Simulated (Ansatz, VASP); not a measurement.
## Ti2In in VASP and in Ansatz

The input INCAR:

```
PREC = Accurate
ENCUT = 600
EDIFF = 1E-7
ISMEAR = 0
SIGMA = 0.1
LREAL = F
LASPH = T
NELM = 60
ALGO = Normal
ISIF = 3
LWAVE = F
LCHARG = F
GGA = PE
IBRION = 2
NSW = 90
EDIFFG = -0.04
```

KPOINTS

```
regular mesh
0
Gamma
  6 6 4
```

Contents of POSCAR:

```
Ti2In
1.0
    2.9257027200      0.0000000000      0.0000000000
    0.0000000000      2.9257027200      0.0000000000
    0.0000000000      0.0000000000      5.5897924100
Ti In
2 1
Direct
    0.5000000000      0.5000000000      0.2700000100
    0.5000000000      0.5000000000      0.7299999900
    0.0000000000      0.0000000000      0.0000000000
```

Input for Ansatz:

```yaml
crystal:
  lattice:
    - [2.92570272, 0.0, 0.0]
    - [0.0, 2.92570272, 0.0]
    - [0.0, 0.0, 5.58979241]
  atoms:
    - { symbol: Ti, position: [0.5, 0.5, 0.27000001] }
    - { symbol: Ti, position: [0.5, 0.5, 0.72999999] }
    - { symbol: In, position: [0.0, 0.0, 0.0] }
basis:
  ecutwfc: 420
kpoints:
  mp_grid: { grid: [6, 6, 4] }
hamiltonian:
  xc: pbe
scf:
  occupations: { method: gaussian, width: 0.1 }
  lower_state_search: "off"
output:
  forces: true
  stress: true
  eigenvalues: true
relax:
  adjacent_minimum: "off"
  f_tol: 0.04
  max_steps: 70
  cell: { stress_tol: 0.4 }
```

Change from the starting cell: species swapped into the FeSi2 type (P4/mmm, No. 123).

Alike in both runs: task relaxation of cell and atoms; functional PBE; k mesh 6 × 6 × 4; occupations gaussian, width 0.1 eV; no spin polarisation.

|  | VASP | Ansatz |
| --- | --- | --- |
| version | VASP 6.6.1 | Ansatz 0.2.0 |
| potentials or method | VASP PAW PBE potentials, release 64 (Ti_sv, In_d), cutoff 600 eV | scalar-relativistic, plane waves, PAW |
| valence electrons in the cell | 37 | 37 |

```csv
,VASP,Ansatz,Ansatz less VASP
"gap on the k mesh at the Fermi level, each at its own relaxed structure (eV)",none,none,-
relaxed volume (Å³/atom),19.74,19.71,-0.026
relaxed cell length with the largest relative difference (Å),6.999,6.990,-0.0085
```

A gap of «none» marks a metal or a gap that the smearing closes.

Noted on VASP's run: the volume moved by over 15 % at a fixed basis, so the end points are rough.
